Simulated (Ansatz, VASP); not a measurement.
**HfC in VASP and in Ansatz**

File INCAR:

```
PREC = Accurate
ENCUT = 600
EDIFF = 1E-6
ISMEAR = -1
SIGMA = 0.05
LREAL = F
LASPH = T
NELM = 120
ALGO = Normal
ISIF = 2
LWAVE = F
LCHARG = T
GGA = PS
LELF = T
LVHAR = T
NBANDS = 22
GGA_COMPAT = F
```

Contents of KPOINTS:

```
regular mesh
0
Gamma
  9 9 5
```

File POSCAR:

```
HfC
1.0
    3.3650048841      0.0000000000      0.0000000000
   -1.6825024420      2.9141797134      0.0000000000
    0.0000000000      0.0000000000      5.2371700637
Hf C
2 2
Direct
    0.3333333333      0.6666666667      0.2500000000
    0.6666666667      0.3333333333      0.7500000000
    0.0000000000      0.0000000000      0.5000000000
    0.0000000000      0.0000000000      0.0000000000
```

input.yaml

```yaml
crystal:
  lattice:
    - [3.3650048841, 0.0, 0.0]
    - [-1.682502442, 2.9141797134, 0.0]
    - [0.0, 0.0, 5.2371700637]
  atoms:
    - { symbol: Hf, position: [0.3333333333, 0.6666666667, 0.25] }
    - { symbol: Hf, position: [0.6666666667, 0.3333333333, 0.75] }
    - { symbol: C, position: [0.0, 0.0, 0.5] }
    - { symbol: C, position: [0.0, 0.0, 0.0] }
kpoints:
  mp_grid: { grid: [9, 9, 5] }
scf:
  occupations: { method: fermi_dirac, width: 0.05 }
hamiltonian:
  xc: pbesol
  pseudopotentials: { kind: all_electron, lapw: { basis_error: 0.001 } }
output:
  forces: true
  stress: true
  eigenvalues: true
```

Change from the starting cell: volume scaled by 1.02.

Alike in both runs: task single point; functional PBEsol; k mesh 9 × 9 × 5; occupations fermi-dirac, width 0.05 eV; no spin polarisation.

```csv
,VASP,Ansatz
version,VASP 6.6.1,Ansatz 0.2.0
potentials or method,"VASP PAW PBE potentials, release 64 (Hf_pv, C), cutoff 600 eV","all-electron LAPW, scalar-relativistic"
```

VASP gave:

| Item | Value |
| --- | --- |
| gap on the k mesh at the Fermi level (eV) | none |
| pressure (GPa) | -12.1 |
| traceless stress, the component that is largest in VASP (GPa) | 2.26 |

What did Ansatz give for the same quantities?

gap on the k mesh at the Fermi level (eV): none; pressure (GPa): -11.4; traceless stress, the component that is largest in VASP (GPa): 2.22.

VASP's potentials were made for PBE, not for PBEsol. A gap of «none» marks a metal or a gap that the smearing closes. Ansatz ran all-electron here, and VASP with PAW potentials.

Spin-orbit coupling is off throughout.
